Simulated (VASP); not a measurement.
Input of a VASP 6.6.1 run:

INCAR

```
ALGO = Normal ; EDIFF = 1E-6
ENCUT = 520 ; GGA = RP
ISIF = 2 ; ISMEAR = -1
LASPH = True ; LCHARG = False
LREAL = False ; LWAVE = False
NBANDS = 12 ; NELM = 80
PREC = Accurate ; SIGMA = 0.05
```

KPOINTS

```
k-points
0
Gamma
  8 8 8
```

POSCAR

```
Sb
1.0
    2.1994207819      1.2698361805      3.9936846166
   -2.1994207819      1.2698361805      3.9936846166
    0.0000000000     -2.5396723610      3.9936846166
Sb
2
Direct
    0.7699217338      0.7699217338      0.7699217338
    0.2300782662      0.2300782662      0.2300782662
```

Potentials or basis: VASP PAW PBE potentials, release 64 (Sb).

Launch:

```sh
$ cat potpaw_PBE.64/Sb/POTCAR > POTCAR
$ mpirun -np 1 vasp_std > vasp.out
```

Question: What does it give for the pressure?

Answer: 0.0 GPa.

Question: Estimate the band gap on the k mesh.

Answer: Zero (bands 5 and 6 overlap by 0.25 eV).

Question: What does it give for the largest force?

Answer: 0.033 eV/Å.

Forces in eV/Å, atoms in the order of the input:
```
Sb   0.000  0.000 -0.033
Sb   0.000  0.000  0.033
```

Caveat: the PAW data sets were made with another functional, which shifts forces and pressure a little; spin-orbit coupling is left out, which moves the levels of the heavy elements.
